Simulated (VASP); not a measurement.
# Cu3O2 (I4/mmm) in VASP: notebook

Aim: see how the results for Cu3O2 move with the level of theory and the settings. Levels: BLYP, revPBE. Tasks: single point.

Program: VASP 6.6.1. These are calculated values, not measurements. Logs are shortened: lines on timing, memory, paths and dates and some standing lists are left out, and cuts for length are marked.

## Step 1: The cell of the first run

The structure is tetragonal, space group I4/mmm (No. 139). The conventional cell has a = 4.046 Å, b = 4.046 Å, c = 7.347 Å, α = 90.00°, β = 90.00°, γ = 90.00°. Within 2.4 Å of Cu (site symmetry -4m2) lie 2 O at 1.84 Å. Cu (site symmetry 4/mmm) has 4 O at 2.02 Å and 8 Cu at 2.73 Å within 2.8 Å. Within 2.4 Å of O (site symmetry mmm) lie 4 Cu at 1.84 to 2.02 Å.

## Step 2: Single point, BLYP

Contents of INCAR:

```
AGGAC    = 1.0          
AGGAX    = 1.0          
ALDAC    = 0.0          
ALDAX    = 1.0          
ALGO     = Normal         # electronic algorithm
EDIFF    = 1E-6           # SCF threshold, eV
ENCUT    = 520            # plane-wave cutoff, eV
GGA      = B5             # functional
ISIF     = 2              # what is computed and relaxed
ISMEAR   = -1             # smearing method
LASPH    = T              # aspherical terms in the spheres
LCHARG   = F              # write CHGCAR
LREAL    = F              # projectors in reciprocal space
LWAVE    = F              # write WAVECAR
NBANDS   = 30             # bands
NELM     = 60             # most SCF steps
PREC     = Accurate       # precision mode
SIGMA    = 0.1            # smearing width, eV
```

Contents of KPOINTS:

```
k-points
0
Gamma
  7 7 7
```

Contents of POSCAR:

```
Cu3O2
1.0
   -2.0229820000      2.0229820000      3.6736170000
    2.0229820000     -2.0229820000      3.6736170000
    2.0229820000      2.0229820000     -3.6736170000
Cu O
3 2
Direct
    0.2500000000      0.7500000000      0.5000000000
    0.7500000000      0.2500000000      0.5000000000
    0.0000000000      0.0000000000      0.0000000000
    0.0000000000      0.5000000000      0.5000000000
    0.5000000000      0.0000000000      0.5000000000
```

Potentials or basis: VASP PAW PBE potentials, release 64 (Cu, O).

The run is started by

```console
> cat potpaw_PBE.64/Cu/POTCAR potpaw_PBE.64/O/POTCAR > POTCAR
> mpirun -np 1 vasp_std > vasp.out
```

OUTCAR:

```text
EDIFF = 1E-6
   ENCUT = 520
   GGA = B5
   ISIF = 2
   ISMEAR = -1
   LASPH = T
   LREAL = F
   NELM = 60
   PREC = Accurate

 ion  position               nearest neighbor table
   1  0.250  0.750  0.500-   4 1.84   5 1.84   3 2.73   3 2.73   3 2.73   3 2.73
   2  0.750  0.250  0.500-   4 1.84   5 1.84   3 2.73   3 2.73   3 2.73   3 2.73
   3  0.000  0.000  0.000-   4 2.02   5 2.02   4 2.02   5 2.02   2 2.73   1 2.73   1 2.73   2 2.73
                             2 2.73   1 2.73   1 2.73   2 2.73
   4  0.000  0.500  0.500-   1 1.84   2 1.84   3 2.02   3 2.02
   5  0.500  0.000  0.500-   1 1.84   2 1.84   3 2.02   3 2.02

  LATTYP: Found a body centered tetragonal cell.
 ALAT       =     4.0459640000
 C/A-ratio  =     1.8159415160

  Lattice vectors:

 A1 = (  -2.0229820000,   2.0229820000,   3.6736170000)
 A2 = (   2.0229820000,  -2.0229820000,   3.6736170000)
 A3 = (   2.0229820000,   2.0229820000,  -3.6736170000)

Analysis of symmetry for initial positions (statically):
=====================================================================
 Subroutine PRICEL returns:
 Original cell was already a primitive cell.

 Routine SETGRP: Setting up the symmetry group for a
 body centered tetragonal supercell.

 Subroutine GETGRP returns: Found 16 space group operations
 (whereof 16 operations were pure point group operations)
 out of a pool of 16 trial point group operations.

The static configuration has the point symmetry D_4h.

Analysis of symmetry for dynamics (positions and initial velocities):
=====================================================================
 Subroutine PRICEL returns:
 Original cell was already a primitive cell.

 Routine SETGRP: Setting up the symmetry group for a
 body centered tetragonal supercell.

 Subroutine GETGRP returns: Found 16 space group operations
 (whereof 16 operations were pure point group operations)
 out of a pool of 16 trial point group operations.

The dynamic configuration has the point symmetry D_4h.

 Subroutine INISYM returns: Found 16 space group operations
 (whereof 16 operations are pure point group operations),
 and found     1 'primitive' translations

----------------------------------------------------------------------------------------

                                     Primitive cell

  volume of cell :      60.1365

  direct lattice vectors                    reciprocal lattice vectors
    -2.022982000  2.022982000  3.673617000     0.000000000  0.247159886  0.136105642
     2.022982000 -2.022982000  3.673617000     0.247159886  0.000000000  0.136105642
     2.022982000  2.022982000 -3.673617000     0.247159886  0.247159886  0.000000000

  length of vectors
     4.656218875  4.656218875  4.656218875     0.282157323  0.282157323  0.349536863

  position of ions in fractional coordinates (direct lattice)
     0.250000000  0.750000000  0.500000000
     0.750000000  0.250000000  0.500000000
     0.000000000  0.000000000  0.000000000
     0.000000000  0.500000000  0.500000000
     0.500000000  0.000000000  0.500000000

  ion indices of the primitive-cell ions
   primitive index   ion index
                 1           1
                 2           2
                 3           3
                 4           4
                 5           5

----------------------------------------------------------------------------------------

 KPOINTS: k-points

Automatic generation of k-mesh.
 Grid dimensions read from file:
 generate k-points for:    7    7    7

 Generating k-lattice:

  Cartesian coordinates                     Fractional coordinates (reciprocal lattice)
     0.000000000  0.035308555  0.019443663     0.142857143  0.000000000  0.000000000
     0.035308555  0.000000000  0.019443663     0.000000000  0.142857143  0.000000000
     0.035308555  0.035308555  0.000000000     0.000000000  0.000000000  0.142857143

  Length of vectors
     0.040308189  0.040308189  0.049933838

  Shift w.r.t. Gamma in fractional coordinates (k-lattice)
     0.000000000  0.000000000  0.000000000

 Subroutine IBZKPT returns following result:
 ===========================================

 Found     40 irreducible k-points:

 Following reciprocal coordinates:
            Coordinates               Weight
  0.000000  0.000000  0.000000      1.000000
  0.142857  0.000000 -0.000000      8.000000
  0.285714  0.000000  0.000000      8.000000
  0.428571 -0.000000  0.000000      8.000000
  0.142857  0.142857 -0.000000      8.000000
  0.285714  0.142857 -0.000000     16.000000
[... 16 lines left out ...]
 -0.142857  0.285714  0.142857      8.000000
 -0.428571  0.428571  0.142857      8.000000
 [... further k-points ...]
   k-points           NKPTS =     40   k-points in BZ     NKDIM =     40   number of bands    NBANDS=     30
   number of dos      NEDOS =    301   number of ions     NIONS =      5
   total plane-waves  NPLWV =  46656
   dimension x,y,z NGX =    36 NGY =   36 NGZ =   36
   dimension x,y,z NGXF=    72 NGYF=   72 NGZF=   72
   ions per type =               3   2
   NGX,Y,Z   is equivalent  to a cutoff of  12.85, 12.85, 12.85 a.u.
   NGXF,Y,Z  is equivalent  to a cutoff of  25.71, 25.71, 25.71 a.u.
 SYSTEM =  unknown system
   PREC   = accura    normal or accurate (medium, high low for compatibility)
   ISTART =      0    job   : 0-new  1-cont  2-samecut
   ICHARG =      2    charge: 1-file 2-atom 10-const
   ISPIN  =      1    spin polarized calculation?
   LNONCOLLINEAR =      F non collinear calculations
   LSORBIT =      F    spin-orbit coupling
   LASPH  =      T    aspherical Exc in radial PAW
   ENCUT  =  520.0 eV  38.22 Ry    6.18 a.u.   8.66  8.66  8.66*2*pi/ulx,y,z
   NELM   =     60;   NELMIN=  2; NELMDL= -5     # of ELM steps
   EDIFF  = 0.1E-05   stopping-criterion for ELM
   LREAL  =      F    real-space projection
   EDIFFG = 0.1E-04   stopping-criterion for IOM
   NSW    =      0    number of steps for IOM
   IBRION =     -1    ionic relax: 0-MD 1-quasi-New 2-CG
   NFREE  =      0    steps in history (QN), initial steepest desc. (CG)
   ISIF   =      2    stress and relaxation
   ISYM   =      2    0-nonsym 1-usesym 2-fastsym
   POTIM  = 0.5000    time-step for ionic-motion
   TEBEG  =    0.0;   TEEND  =   0.0 temperature during run
   PSTRESS=    0.0 pullay stress
   NELECT =      45.0000    total number of electrons
   NUPDOWN=      -1.0000    fix difference up-down
   EMIN   =  10.00;   EMAX   =-10.00  energy-range for DOS
   EFERMI =   0.00;   METHOD = LEGACY
   ISMEAR =    -1;   SIGMA  =   0.10  broadening in eV -4-tet -1-fermi 0-gaus
   EFERMI_NEDOS =   21; number of points for ismear=-14 and -15
   IALGO  =     38    algorithm
   IMIX   =      4    mixing-type and parameters
     AMIX     =   0.40;   BMIX     =  1.00
     AMIX_MAG =   1.60;   BMIX_MAG =  1.00
  volume/ion in A,a.u.               =      12.03        81.16
  Fermi-wavevector in a.u.,A,eV,Ry     =   1.486277  2.808656 30.055525  2.209019
  Thomas-Fermi vector in A             =   2.599583
   LORBIT       =      0    0 simple, 1 ext, 2 COOP (PROOUT), +10 PAW based schemes
   GGA     = B5    functional components
   LHFCALC =     F    Hartree Fock is set to
   AEXX    =    0.0000 exact exchange contribution
   IVDW    =     0    specifies the selected vdW correction
   LEPSILON=     F    determine dielectric tensor
   LRPA    =     F    only Hartree local field effects (RPA)
 non-spin polarized calculation
  energy-cutoff  :      520.00
  volume of cell :       60.14
 maximum number of plane-waves:      1661
   NGX = 17   NGY = 17   NGZ = 17

 number of electron      45.0000018 magnetization

 Free energy of the ion-electron system (eV)
  ---------------------------------------------------
  ext. energy  EPLUGINS =         0.00000000
  ---------------------------------------------------
  free energy    TOTEN  =       -20.61040597 eV

  energy without entropy =      -20.54015289  energy(sigma->0) =      -20.57527943

 E-fermi :   4.7343     XC(G=0): -10.6527

 val. band max:        4.7091481983   @ k =   0.4286   0.1429   0.0000
 cond. band min:       4.7610530112   @ k =  -0.4286   0.4286   0.2857
 fundamental gap:      0.0519048129
 Fermi energy:         4.7342527963

 k-point     1 :       0.0000    0.0000    0.0000
  band No.  band energies     occupation
      1     -14.2848      2.00000
      2     -13.0718      2.00000
      3      -1.7668      2.00000
      4      -0.7520      2.00000
      5      -0.7520      2.00000
      6      -0.1620      2.00000
[... 22 lines left out ...]
     29      16.0183      0.00000
     30      16.1306      0.00000

 k-point     2 :       0.1429    0.0000   -0.0000
  band No.  band energies     occupation
      1     -14.2148      2.00000
      2     -13.1181      2.00000
      3      -1.7326      2.00000
      4      -0.9212      2.00000
      5      -0.6783      2.00000
      6      -0.3801      2.00000
[... 22 lines left out ...]
     29      15.5281      0.00000
     30      17.0089      0.00000

 k-point     3 :       0.2857    0.0000    0.0000
  band No.  band energies     occupation
      1     -14.0242      2.00000
      2     -13.2557      2.00000
      3      -1.6293      2.00000
      4      -1.2942      2.00000
      5      -0.7548      2.00000
      6      -0.4694      2.00000
[... 22 lines left out ...]
     29      15.4697      0.00000
     30      15.5950      0.00000

 k-point     4 :       0.4286   -0.0000    0.0000
  band No.  band energies     occupation
      1     -13.7696      2.00000
      2     -13.4672      2.00000
      3      -1.5874      2.00000
      4      -1.4602      2.00000
      5      -1.0927      2.00000
      6      -0.1933      2.00000
[... 616 lines left out ...]
     29      15.1166      0.00000
     30      16.5604      0.00000

 k-point    23 :      -0.1429    0.2857    0.1429
  band No.  band energies     occupation
      1     -13.8830      2.00000
      2     -13.3461      2.00000
      3      -2.1005      2.00000
      4      -1.6025      2.00000
      5      -0.3075      2.00000
      6      -0.1949      2.00000
[... 22 lines left out ...]
     29      14.4320      0.00000
     30      15.6331      0.00000

 k-point    24 :      -0.4286    0.4286    0.1429
  band No.  band energies     occupation
      1     -13.6791      2.00000
      2     -13.4323      2.00000
      3      -2.3903      2.00000
      4      -1.9879      2.00000
      5      -0.7054      2.00000
      6      -0.3553      2.00000
[... 22 lines left out ...]
     29      15.9647      0.00000
     30      16.8633      0.00000

 [... further k-points ...]
[... 5 lines left out ...]
  --------------------------------------------------------------------------------------
  -------------------------------------------------------------------------------------
  Total        2.6091470      2.6091470      3.3192353      0.0000000     -0.0000000      0.0000000
  in kB       69.5138309     69.5138309     88.4322594      0.0000000     -0.0000000      0.0000000
  external PRESSURE =      75.8199738 kB  Pullay stress =       0.0000000 kB

 VOLUME and BASIS-vectors are now :
 -----------------------------------------------------------------------------
  energy-cutoff  :      520.00
  volume of cell :       60.14
      direct lattice vectors                 reciprocal lattice vectors
    -2.022982000  2.022982000  3.673617000     0.000000000  0.247159886  0.136105642
     2.022982000 -2.022982000  3.673617000     0.247159886  0.000000000  0.136105642
     2.022982000  2.022982000 -3.673617000     0.247159886  0.247159886  0.000000000

 POSITION                                       TOTAL-FORCE (eV/Angst)
 -----------------------------------------------------------------------------------
      2.02298      0.00000      1.83681         0.000000     -0.000000     -0.000000
      0.00000      2.02298      1.83681        -0.000000     -0.000000      0.000000
      0.00000      0.00000      0.00000        -0.000000      0.000000     -0.000000
      2.02298      0.00000      0.00000        -0.000000      0.000000     -0.000000
      0.00000      2.02298      0.00000        -0.000000      0.000000     -0.000000
 -----------------------------------------------------------------------------------
    total drift:                                0.000000      0.000000      0.000000

  FREE ENERGIE OF THE ION-ELECTRON SYSTEM (eV)
  ---------------------------------------------------
  free  energy   TOTEN  =       -20.6104059726 eV

  energy  without entropy=      -20.5401528915  energy(sigma->0) =      -20.57527943
```

Run time: 3.6 min. Hardware: 1 thread of Intel Xeon 8259CL, shared host; peak memory 0.23 GiB.

Results:

| Quantity | Value |
| --- | --- |
| Free energy | -20.6104 eV |
| Pressure | 7.6 GPa |
| Band gap on the k mesh | zero (an odd number of electrons rules out a gap without spin polarisation) |

Stress tensor (GPa, compression positive):
```
6.95 0.00 0.00
0.00 6.95 0.00
0.00 0.00 8.84
```

Caveat: the cell stands under pressure; the PAW data sets were made with another functional, which shifts forces and pressure a little; an odd number of electrons without spin polarisation forces a metal; a magnetic or distorted state may lie lower. With open d or f shells a metallic result of BLYP can be an artefact of self-interaction; +U or a hybrid may open a gap.

[end of part 1 of 2]
